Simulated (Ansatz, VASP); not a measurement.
## C: VASP beside Ansatz

Contents of INCAR:

```
SYSTEM = C
ALGO = Normal
EDIFF = 1E-7
ENCUT = 520
GGA = PE
ISIF = 2
ISMEAR = 0
IVDW = 12
LASPH = .TRUE.
LCHARG = .FALSE.
LREAL = .FALSE.
LWAVE = .FALSE.
NBANDS = 31
NELM = 80
PREC = Accurate
SIGMA = 0.05
```

Contents of KPOINTS:

```
k-points
0
G
  7 11 3
  0 0 0
```

The input POSCAR:

```
C
1.0
    0.0000000000      1.4231463890     -3.3609366400
   -2.4649618524      0.0000000000      0.0000000000
   -0.8216539508      9.8559818253      2.9567491528
C
10
Direct
    0.4328145610      1.1224173340      0.8327479979
    0.7565449252      0.3786558897      0.0640323308
    0.9256123341      0.8145962508      0.2562112476
    0.0946797431      0.2505366119      0.4483901644
    0.2637471520      0.6864769730      0.6405690811
    0.8125224838      0.8572844713      0.1281465860
   -0.0184101073      0.2932248324      0.3203255027
    0.1506573017      0.7291651935      0.5125044195
    0.3197247106      0.1651055546      0.7046833363
    0.4887921196      0.6010459156      0.8968622531
```

Input for Ansatz:

```yaml
crystal:
  lattice:
    - [0.0, 1.423146389, -3.36093664]
    - [-2.4649618524, 0.0, 0.0]
    - [-0.8216539508, 9.8559818253, 2.9567491528]
  atoms:
    - { symbol: C, position: [0.432814561, 1.122417334, 0.8327479979] }
    - { symbol: C, position: [0.7565449252, 0.3786558897, 0.0640323308] }
    - { symbol: C, position: [0.9256123341, 0.8145962508, 0.2562112476] }
    - { symbol: C, position: [0.0946797431, 0.2505366119, 0.4483901644] }
    - { symbol: C, position: [0.263747152, 0.686476973, 0.6405690811] }
    - { symbol: C, position: [0.8125224838, 0.8572844713, 0.128146586] }
    - { symbol: C, position: [-0.0184101073, 0.2932248324, 0.3203255027] }
    - { symbol: C, position: [0.1506573017, 0.7291651935, 0.5125044195] }
    - { symbol: C, position: [0.3197247106, 0.1651055546, 0.7046833363] }
    - { symbol: C, position: [0.4887921196, 0.6010459156, 0.8968622531] }
basis:
  ecutwfc: 520.0
kpoints:
  mp_grid: { grid: [7, 11, 3] }
hamiltonian:
  xc: pbe
  pseudopotentials: { kind: paw, azcp: { folder: soft_1 } }
  dispersion: d3bj
scf:
  occupations: { method: gaussian, width: 0.05 }
output:
  forces: true
  stress: true
  eigenvalues: true
```

Alike in both runs: task single point; functional PBE; dispersion D3(BJ); k mesh 7 × 11 × 3; occupations gaussian, width 0.05 eV; no spin polarisation.

|  | VASP | Ansatz |
| --- | --- | --- |
| version | VASP 6.6.1 | Ansatz 0.2.0 |
| potentials or method | VASP PAW PBE potentials, release 64 (C), cutoff 520 eV | scalar-relativistic, plane waves, PAW |
| valence electrons in the cell | 40 | 40 |

|  | VASP | Ansatz | Ansatz less VASP |
| --- | --- | --- | --- |
| gap on the k mesh at the Fermi level (eV) | 0.03 | 0.03 | 0.000 |
| least direct gap on the mesh (eV) | 0.11 | 0.11 | +0.001 |
| pressure (GPa) | -6.7 | -7.1 | -0.42 |
| traceless stress, the component that is largest in VASP (GPa) | -9.15 | -9.34 | -0.192 |
| rms of the force components (eV/Å) | 1.032 | 1.025 | -0.0061 |

Atom by atom the forces differ by 0.012 eV/Å (rms over components).
